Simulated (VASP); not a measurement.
Set up this calculation in VASP 6.6.1, as the native input.

* Task: single point
* Functional: PBE
* Potentials or basis: VASP PAW PBE potentials, release 64 (Zr_sv, Ti_sv, C)
* Cutoff: 520 eV
* k mesh: 12 × 12 × 12
* Occupations: gaussian, width 0.1 eV
* Spin: no spin polarisation
* Dipole correction: no
* Further INCAR settings: ALGO = Normal; EDIFF = 1e-06; NBANDS = 42

The structure of ZrTi3C4 lies in POSCAR:

```
ZrTi3C4
1.0
   -2.1545560026      2.1545560026      4.2954952660
    2.1545560026     -2.1545560026      4.2954952660
    2.1545560026      2.1545560026     -4.2954952660
Zr Ti C
1 3 4
Direct
    0.5000000000      0.5000000000      0.0000000000
    0.0000000000      0.0000000000      0.0000000000
    0.7500000000      0.2500000000      0.5000000000
    0.2500000000      0.7500000000      0.5000000000
    0.2435089430      0.2435089430      0.0000000000
    0.0000000000      0.5000000000      0.5000000000
    0.7564910570      0.7564910570      0.0000000000
    0.5000000000      0.0000000000      0.5000000000
```

The input as run:

INCAR

```
SYSTEM = ZrTi3C4
PREC = Accurate ; ENCUT = 520
EDIFF = 1E-6 ; ISMEAR = 0
SIGMA = 0.1 ; LREAL = .FALSE.
LASPH = .TRUE. ; NELM = 80
ALGO = Normal ; ISIF = 2
LWAVE = .FALSE. ; LCHARG = .FALSE.
GGA = PE ; NBANDS = 42
```

KPOINTS

```
regular mesh
0
G
  12 12 12
  0 0 0
```

Potentials or basis: VASP PAW PBE potentials, release 64 (Zr_sv, Ti_sv, C).

Launch:

```sh
$ cat potpaw_PBE.64/Zr_sv/POTCAR potpaw_PBE.64/Ti_sv/POTCAR potpaw_PBE.64/C/POTCAR > POTCAR
$ mpirun -np 1 vasp_std > vasp.out
```

Results of the run:

| Item | Value |
| --- | --- |
| Pressure | 27.3 GPa |
| Largest force | 0.004 eV/Å |
| Band gap on the k mesh | zero (bands 32 and 33 overlap by 1.11 eV) |

Caveat: the cell stands under pressure.

It took 7.4 min on 1 thread of AMD EPYC 9R45 96-Core Processor (Zen 5), with other jobs on the host, peak memory 0.55 GiB.
